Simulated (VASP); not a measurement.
# AlCr2C (P6_3/mmc) in VASP: further runs

Runs on AlCr2C. Level: PBE. Tasks: relaxation of shape and atoms at fixed volume.

Everything below comes from runs of VASP 6.6.1. Logs are shortened: lines on timing, memory, paths and dates and some standing lists are left out, and cuts for length are marked.

### 1 The cell of the first run

The structure is hexagonal, space group P6_3/mmc (No. 194). The conventional cell has a = 2.783 Å, b = 2.783 Å, c = 12.438 Å, α = 90.00°, β = 90.00°, γ = 120.00°. Al (site symmetry -6m2) has 6 Cr at 2.60 Å and 6 Al at 2.78 Å and 6 C at 3.50 Å within 3.6 Å. Within 2.8 Å of Cr (site symmetry 3m) lie 3 C at 1.93 Å and 3 Al at 2.60 Å and 9 Cr at 2.66 to 2.78 Å. C (site symmetry -3m) has 6 Cr at 1.93 Å within 2.6 Å.

### 2 Relaxation of shape and atoms at fixed volume, PBE (10.43 Å³/atom)

File INCAR:

```
PREC = Accurate
ENCUT = 600
EDIFF = 1E-7
ISMEAR = 0
SIGMA = 0.1
LREAL = False
LASPH = True
NELM = 60
ALGO = Normal
ISIF = 4
LWAVE = False
LCHARG = False
GGA = PE
IBRION = 2
NSW = 50
EDIFFG = -0.01
```

File KPOINTS:

```
Automatic mesh
0
Gamma
  12 12 4
```

File POSCAR:

```
AlCr2C
1.0
    2.7830077450      0.0000000000      0.0000000000
   -1.3915038725      2.4101554061      0.0000000000
    0.0000000000      0.0000000000     12.4382827056
Al Cr C
2 4 2
Direct
    0.6666666667      0.3333333333      0.2500000000
    0.3333333333      0.6666666667      0.7500000000
    0.3333333333      0.6666666667      0.4145941051
    0.6666666667      0.3333333333      0.9145941051
    0.6666666667      0.3333333333      0.5854058949
    0.3333333333      0.6666666667      0.0854058949
    0.0000000000      0.0000000000      0.5000000000
    0.0000000000      0.0000000000      0.0000000000
```

Potentials or basis: VASP PAW PBE potentials, release 64 (Al, Cr_pv, C).

The run is started by

```console
> cat potpaw_PBE.64/Al/POTCAR potpaw_PBE.64/Cr_pv/POTCAR potpaw_PBE.64/C/POTCAR > POTCAR
> mpirun -np 1 vasp_std > vasp.out
```

OUTCAR:

```text
PREC = Accurate
   ENCUT = 600
   EDIFF = 1E-7
   ISMEAR = 0
   LREAL = False
   LASPH = True
   NELM = 60
   ISIF = 4
   GGA = PE
   IBRION = 2
   NSW = 50
   EDIFFG = -0.01

 ion  position               nearest neighbor table
   1  0.667  0.333  0.250-   3 2.60   6 2.60   3 2.60   6 2.60   3 2.60   6 2.60
   2  0.333  0.667  0.750-   4 2.60   5 2.60   4 2.60   5 2.60   4 2.60   5 2.60
   3  0.333  0.667  0.415-   7 1.93   7 1.93   7 1.93   1 2.60   1 2.60   1 2.60   5 2.66   5 2.66
                             5 2.66
   4  0.667  0.333  0.915-   8 1.93   8 1.93   8 1.93   2 2.60   2 2.60   2 2.60   6 2.66   6 2.66
                             6 2.66
   5  0.667  0.333  0.585-   7 1.93   7 1.93   7 1.93   2 2.60   2 2.60   2 2.60   3 2.66   3 2.66
                             3 2.66
   6  0.333  0.667  0.085-   8 1.93   8 1.93   8 1.93   1 2.60   1 2.60   1 2.60   4 2.66   4 2.66
                             4 2.66
   7  0.000  0.000  0.500-   3 1.93   5 1.93   5 1.93   3 1.93   5 1.93   3 1.93
   8  0.000  0.000  0.000-   4 1.93   6 1.93   4 1.93   6 1.93   4 1.93   6 1.93

  LATTYP: Found a hexagonal cell.
 ALAT       =     2.7830077450
 C/A-ratio  =     4.4693669028

  Lattice vectors:

 A1 = (   2.7830077450,   0.0000000000,   0.0000000000)
 A2 = (  -1.3915038725,   2.4101554061,   0.0000000000)
 A3 = (   0.0000000000,   0.0000000000,  12.4382827056)

Analysis of symmetry for initial positions (statically):
=====================================================================
 Subroutine PRICEL returns:
 Original cell was already a primitive cell.

 Routine SETGRP: Setting up the symmetry group for a
 hexagonal supercell.

 Subroutine GETGRP returns: Found 24 space group operations
 (whereof 12 operations were pure point group operations)
 out of a pool of 24 trial point group operations.

The static configuration has the point symmetry D_3d.
 The point group associated with its full space group is D_6h.

Analysis of symmetry for dynamics (positions and initial velocities):
=====================================================================
 Subroutine PRICEL returns:
 Original cell was already a primitive cell.

 Routine SETGRP: Setting up the symmetry group for a
 hexagonal supercell.

 Subroutine GETGRP returns: Found 24 space group operations
 (whereof 12 operations were pure point group operations)
 out of a pool of 24 trial point group operations.

The dynamic configuration has the point symmetry D_3d.
 The point group associated with its full space group is D_6h.

 Subroutine INISYM returns: Found 24 space group operations
 (whereof 12 operations are pure point group operations),
 and found     1 'primitive' translations
[... 113 lines left out ...]
   ISIF   =      4    stress and relaxation
   ISYM   =      2    0-nonsym 1-usesym 2-fastsym
   POTIM  = 0.5000    time-step for ionic-motion
   TEBEG  =    0.0;   TEEND  =   0.0 temperature during run
   PSTRESS=    0.0 pullay stress
   NELECT =      62.0000    total number of electrons
   NUPDOWN=      -1.0000    fix difference up-down
   EMIN   =  10.00;   EMAX   =-10.00  energy-range for DOS
   EFERMI =   0.00;   METHOD = LEGACY
   ISMEAR =     0;   SIGMA  =   0.10  broadening in eV -4-tet -1-fermi 0-gaus
   EFERMI_NEDOS =   21; number of points for ismear=-14 and -15
   IALGO  =     38    algorithm
   IMIX   =      4    mixing-type and parameters
     AMIX     =   0.40;   BMIX     =  1.00
     AMIX_MAG =   1.60;   BMIX_MAG =  1.00
  volume/ion in A,a.u.               =      10.43        70.38
  Fermi-wavevector in a.u.,A,eV,Ry     =   1.482855  2.802190 29.917303  2.198860
  Thomas-Fermi vector in A             =   2.596589
   LORBIT       =      0    0 simple, 1 ext, 2 COOP (PROOUT), +10 PAW based schemes
   GGA     = PE    functional components
   LHFCALC =     F    Hartree Fock is set to
   AEXX    =    0.0000 exact exchange contribution
   IVDW    =     0    specifies the selected vdW correction
   LEPSILON=     F    determine dielectric tensor
   LRPA    =     F    only Hartree local field effects (RPA)
 conjugate gradient relaxation of ions
 non-spin polarized calculation
 Gauss-broadening in eV      SIGMA  =   0.10
  energy-cutoff  :      600.00
  volume of cell :       83.43
 maximum number of plane-waves:      2834
 NGX is ok and might be reduce to    24
   NGX = 11   NGY = 11   NGZ = 49

--------------------------------------- Ionic step        1  -------------------------------------------

 number of electron      62.0000000 magnetization

 Free energy of the ion-electron system (eV)
  ---------------------------------------------------
  ext. energy  EPLUGINS =         0.00000000
  ---------------------------------------------------
  free energy    TOTEN  =       -65.28185055 eV

  energy without entropy =      -65.25325031  energy(sigma->0) =      -65.26755043

------------------------ aborting loop because EDIFF is reached ----------------------------------------

  FORCE on cell =-STRESS in cart. coord.  units (eV):
  Direction    XX          YY          ZZ          XY          YZ          ZX
  --------------------------------------------------------------------------------------
  -------------------------------------------------------------------------------------
  Total        7.5685732      7.5685732      7.6279511      0.0000000      0.0000000      0.0000000
  in kB      145.3465451    145.3465451    146.4868349      0.0000000      0.0000000      0.0000000
  external PRESSURE =     145.7266417 kB  Pullay stress =       0.0000000 kB
[... 71 lines left out ...]
--------------------------------------- Ionic step        3  -------------------------------------------

 number of electron      61.9999995 magnetization

 Free energy of the ion-electron system (eV)
  ---------------------------------------------------
  ext. energy  EPLUGINS =         0.00000000
  ---------------------------------------------------
  free energy    TOTEN  =       -65.29481092 eV

  energy without entropy =      -65.26658490  energy(sigma->0) =      -65.28069791

 E-fermi :  10.7257     XC(G=0): -12.7833

 val. band max:       10.7088767122   @ k =   0.3333  -0.0000   0.0000
 cond. band min:      10.7364933242   @ k =   0.1667   0.0833   0.2500
 fundamental gap:      0.0276166120
 Fermi energy:        10.7257165495

 k-point     1 :       0.0000    0.0000    0.0000
  band No.  band energies     occupation
      1     -32.6870      2.00000
      2     -32.6847      2.00000
      3     -32.4175      2.00000
      4     -32.4175      2.00000
      5     -32.4175      2.00000
      6     -32.4175      2.00000
[... 949 lines left out ...]
     36      11.5997      0.00000
     37      11.7571      0.00000

 [... further k-points ...]
[... 5 lines left out ...]
  --------------------------------------------------------------------------------------
  -------------------------------------------------------------------------------------
  Total        6.8368981      6.8368981      6.8933038      0.0000000      0.0000000      0.0000000
  in kB      131.2954895    131.2954895    132.3787018      0.0000000      0.0000000      0.0000000
  external PRESSURE =     131.6565603 kB  Pullay stress =       0.0000000 kB
[... 23 lines left out ...]
  FREE ENERGIE OF THE ION-ELECTRON SYSTEM (eV)
  ---------------------------------------------------
  free  energy   TOTEN  =       -65.2948109242 eV

  energy  without entropy=      -65.2665848973  energy(sigma->0) =      -65.28069791

 reached required accuracy - stopping structural energy minimisation
```

It took 9.1 min on 1 thread of Intel Xeon Platinum 8259CL at 2.50GHz (Skylake/Cascade Lake), shared host; peak memory 0.35 GiB.

What came out:

* Free energy: -65.2948 eV
* Energy gained by relaxing: 1.6 meV/atom
* Ionic steps: 3
* Pressure after relaxing: 13.2 GPa
* Band gap on the k mesh: zero (bands 31 and 32 overlap by 0.87 eV)

Stress tensor (GPa, compression positive):
```
13.13  0.00  0.00
 0.00 13.13  0.00
 0.00  0.00 13.24
```

Step by step:
| step | energy change (eV) | largest force (eV/Å) | pressure (GPa) | volume (Å³) |
| --- | --- | --- | --- | --- |
| 1 | 0.0000 | 0.4183 | 14.57 | 83.43 |
| 2 | -0.0118 | 0.1212 | 12.77 | 83.43 |
| 3 | -0.0130 | 0.0005 | 13.17 | 83.43 |

Final structure:
```yaml
crystal:
  lattice:
    - [2.78275, 0.00000, 0.00000]
    - [-1.39138, 2.40993, 0.00000]
    - [0.00000, 0.00000, 12.44057]
  atoms:
    - { symbol: Al, position: [0.66667, 0.33333, 0.25000] }
    - { symbol: Al, position: [0.33333, 0.66667, 0.75000] }
    - { symbol: Cr, position: [0.33333, 0.66667, 0.41334] }
    - { symbol: Cr, position: [0.66667, 0.33333, 0.91334] }
    - { symbol: Cr, position: [0.66667, 0.33333, 0.58666] }
    - { symbol: Cr, position: [0.33333, 0.66667, 0.08666] }
    - { symbol: C, position: [0.00000, 0.00000, 0.50000] }
    - { symbol: C, position: [0.00000, 0.00000, 0.00000] }
```

Levels at points of the mesh, in eV from the Fermi level:
| k point | band 27 | band 28 | band 29 | band 30 | band 31 | band 32 | band 33 | band 34 | band 35 | band 36 |
| --- | --- | --- | --- | --- | --- | --- | --- | --- | --- | --- |
| (0.00, 0.00, 0.00) | -1.07 | -1.07 | -1.06 | -1.06 | -0.22 | -0.22 | -0.18 | -0.18 | 0.59 | 0.59 |
| (0.50, 0.00, 0.00) | -2.09 | -2.05 | 0.15 | 0.28 | 0.41 | 0.47 | 0.96 | 0.98 | 1.29 | 1.33 |
| (0.00, 0.00, 0.50) | -1.06 | -1.06 | -1.06 | -1.06 | -0.20 | -0.20 | -0.20 | -0.20 | 0.62 | 0.62 |
| (0.50, 0.00, 0.50) | -2.07 | -2.07 | 0.32 | 0.32 | 0.34 | 0.34 | 0.98 | 0.98 | 1.33 | 1.33 |

Caveat: the run has no spin polarisation, though such a crystal can be magnetic.

### 3 Relaxation of shape and atoms at fixed volume, PBE (10.76 Å³/atom)

This run uses another cell than the first one, of 10.76 Å³/atom.

File INCAR:

```
SYSTEM = AlCr2C
PREC     = Accurate       ! precision mode
ENCUT    = 600            ! plane-wave cutoff, eV
EDIFF    = 1E-6           ! SCF threshold, eV
ISMEAR   = 0              ! smearing method
SIGMA    = 0.1            ! smearing width, eV
LREAL    = .False.        ! projectors in reciprocal space
LASPH    = .True.         ! aspherical terms in the spheres
NELM     = 60             ! most SCF steps
ALGO     = Normal         ! electronic algorithm
ISIF     = 4              ! what is computed and relaxed
LWAVE    = .False.        ! write WAVECAR
LCHARG   = .False.        ! write CHGCAR
GGA      = PE             ! functional
IBRION   = 2              ! ionic algorithm
NSW      = 50             ! ionic steps
EDIFFG   = -0.01          ! ionic threshold
```

File KPOINTS:

```
regular mesh
0
Gamma
  12 12 4
  0 0 0
```

File POSCAR:

```
AlCr2C
1.0
    2.8131745177      0.0000000000      0.0000000000
   -1.4065872589      2.4362805976      0.0000000000
    0.0000000000      0.0000000000     12.5614503013
Al Cr C
2 4 2
Direct
    0.6666666667      0.3333333333      0.2500000000
    0.3333333333      0.6666666667      0.7500000000
    0.3333333333      0.6666666667      0.4156980498
    0.6666666667      0.3333333333      0.9156980498
    0.6666666667      0.3333333333      0.5843019502
    0.3333333333      0.6666666667      0.0843019502
    0.0000000000      0.0000000000      0.5000000000
    0.0000000000      0.0000000000      0.0000000000
```

Potentials or basis: VASP PAW PBE potentials, release 64 (Al, Cr_pv, C).

The run is started by

```console
> cat potpaw_PBE.64/Al/POTCAR potpaw_PBE.64/Cr_pv/POTCAR potpaw_PBE.64/C/POTCAR > POTCAR
> mpirun -np 1 vasp_std > vasp.out
```

OUTCAR:

```text
SYSTEM = AlCr2C
   PREC = Accurate
   ENCUT = 600
   EDIFF = 1E-6
   ISMEAR = 0
   LREAL = .False.
   LASPH = .True.
   NELM = 60
   ISIF = 4
   GGA = PE
   IBRION = 2
   NSW = 50
   EDIFFG = -0.01

 ion  position               nearest neighbor table
   1  0.667  0.333  0.250-   3 2.64   6 2.64   3 2.64   6 2.64   3 2.64   6 2.64
   2  0.333  0.667  0.750-   4 2.64   5 2.64   4 2.64   5 2.64   4 2.64   5 2.64
   3  0.333  0.667  0.416-   7 1.94   7 1.94   7 1.94   1 2.64   1 2.64   1 2.64   5 2.67   5 2.67
                             5 2.67
   4  0.667  0.333  0.916-   8 1.94   8 1.94   8 1.94   2 2.64   2 2.64   2 2.64   6 2.67   6 2.67
                             6 2.67
   5  0.667  0.333  0.584-   7 1.94   7 1.94   7 1.94   2 2.64   2 2.64   2 2.64   3 2.67   3 2.67
                             3 2.67
   6  0.333  0.667  0.084-   8 1.94   8 1.94   8 1.94   1 2.64   1 2.64   1 2.64   4 2.67   4 2.67
                             4 2.67
[... 291 lines left out ...]
  ext. energy  EPLUGINS =         0.00000000
  ---------------------------------------------------
  free energy    TOTEN  =       -65.45440980 eV

  energy without entropy =      -65.42443361  energy(sigma->0) =      -65.43942171

 E-fermi :  10.3160     XC(G=0): -12.6177

 val. band max:       10.3126974649   @ k =   0.4167   0.0833   0.0000
 cond. band min:      10.3162504015   @ k =   0.1667   0.0833   0.2500
 fundamental gap:      0.0035529366
 Fermi energy:        10.3160067063

 k-point     1 :       0.0000    0.0000    0.0000
  band No.  band energies     occupation
      1     -33.0844      2.00000
      2     -33.0826      2.00000
      3     -32.8474      2.00000
      4     -32.8474      2.00000
      5     -32.8474      2.00000
      6     -32.8474      2.00000
[... 949 lines left out ...]
     36      11.1760      0.00000
     37      11.3730      0.00000

 [... further k-points ...]
[... 5 lines left out ...]
  --------------------------------------------------------------------------------------
  -------------------------------------------------------------------------------------
  Total        3.2182222      3.2182222      3.1978801     -0.0000000      0.0000000      0.0000000
  in kB       59.8911764     59.8911764     59.5126103     -0.0000000      0.0000000      0.0000000
  external PRESSURE =      59.7649877 kB  Pullay stress =       0.0000000 kB
[... 23 lines left out ...]
  FREE ENERGIE OF THE ION-ELECTRON SYSTEM (eV)
  ---------------------------------------------------
  free  energy   TOTEN  =       -65.4544098003 eV

  energy  without entropy=      -65.4244336147  energy(sigma->0) =      -65.43942171

 reached required accuracy - stopping structural energy minimisation
```

CONTCAR:

```text
AlCr2C
   1.00000000000000
     2.8129064758050655   -0.0000000000011228    0.0000000000000000
    -1.4064532379535004    2.4360484665099893    0.0000000000000000
     0.0000000000000000    0.0000000000000000   12.5638443768893531
  Al              Cr              C
     2     4     2
Direct
     0.6666666667000030    0.3333333332999970    0.2500000000000000
     0.3333333332999970    0.6666666667000030    0.7500000000000000
     0.3333333332999970    0.6666666667000030    0.4144457935049777
     0.6666666667000030    0.3333333332999970    0.9144457935049778
     0.6666666667000030    0.3333333332999970    0.5855542064950222
     0.3333333332999970    0.6666666667000030    0.0855542064950223
     0.0000000000000000    0.0000000000000000    0.5000000000000000
     0.0000000000000000    0.0000000000000000    1.0000000000000000

  0.00000000E+00  0.00000000E+00  0.00000000E+00
  0.00000000E+00  0.00000000E+00  0.00000000E+00
  0.00000000E+00  0.00000000E+00  0.00000000E+00
  0.00000000E+00  0.00000000E+00  0.00000000E+00
  0.00000000E+00  0.00000000E+00  0.00000000E+00
  0.00000000E+00  0.00000000E+00  0.00000000E+00
  0.00000000E+00  0.00000000E+00  0.00000000E+00
  0.00000000E+00  0.00000000E+00  0.00000000E+00
```

It took 9.2 min on 1 thread of Intel Xeon Platinum 8259CL at 2.50GHz (Skylake/Cascade Lake), shared host; peak memory 0.36 GiB.

What came out:

```yaml
Free_energy: -65.4544 eV
Energy_gained_by_relaxing: 1.6 meV/atom
Ionic_steps: 3
Pressure_after_relaxing: 6.0 GPa
Band_gap_on_the_k_mesh: zero (bands 31 and 32 overlap by 0.85 eV)
```

Forces in eV/Å, atoms in the order of the input:
```
Al   0.000  0.000  0.000
Al   0.000  0.000  0.000
Cr   0.000  0.000 -0.003
Cr   0.000  0.000 -0.003
Cr   0.000  0.000  0.003
Cr   0.000  0.000  0.003
C    0.000  0.000  0.000
C    0.000  0.000  0.000
```

Step by step:
| step | energy change (eV) | largest force (eV/Å) | pressure (GPa) | volume (Å³) |
| --- | --- | --- | --- | --- |
| 1 | 0.0000 | 0.3974 | 7.35 | 86.09 |
| 2 | -0.0118 | 0.0845 | 5.70 | 86.09 |
| 3 | -0.0124 | 0.0026 | 5.98 | 86.09 |

Final structure:
```
Al Cr C
1.0
     2.81291    0.00000    0.00000
    -1.40645    2.43605    0.00000
     0.00000    0.00000   12.56384
Al Cr C
2 4 2
Direct
  0.66667 0.33333 0.25000
  0.33333 0.66667 0.75000
  0.33333 0.66667 0.41445
  0.66667 0.33333 0.91445
  0.66667 0.33333 0.58555
  0.33333 0.66667 0.08555
  0.00000 0.00000 0.50000
  0.00000 0.00000 0.00000
```

Caveat: the run has no spin polarisation, though such a crystal can be magnetic. Spin polarisation is off, so any magnetic state and its effect on volume and gap are missing.

The gap in the log of VASP goes by the Fermi energy; the results here count the filled bands.